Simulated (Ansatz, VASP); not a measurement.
**Re in VASP and in Ansatz**

```
Re
1.0
     2.60290    0.00000    0.00000
    -1.30145    2.25418    0.00000
     0.00000    0.00000    4.24524
Re
2
Cartesian
  0.0000 1.5028 1.0613
  1.3015 0.7514 3.1839
```

Change from the starting cell: zz strain of +2 %.

Alike in both runs: task single point; functional PBEsol; k mesh 18 × 18 × 10; occupations fermi-dirac, width 0.05 eV; no spin polarisation.

```csv
,VASP,Ansatz
version,VASP 6.6.1,Ansatz 0.2.0
potentials or method,"VASP PAW PBE potentials, release 64 (Re), cutoff 520 eV","all-electron LAPW, scalar-relativistic"
```

Ansatz gave:

* pressure (GPa): 85.1
* traceless stress, the component that is largest in VASP (GPa): -5.07

Question: Estimate VASP's values.

Answer: Pressure (GPa): 88.1; traceless stress, the component that is largest in VASP (GPa): -5.09.

VASP's potentials were made for PBE, not for PBEsol. Both programs put the cell under a high pressure, so it lies far from rest at this level. Ansatz ran all-electron here, and VASP with PAW potentials.

Neither program's run includes spin-orbit coupling. Noted on VASP's run: the cell as given lies far from equilibrium.
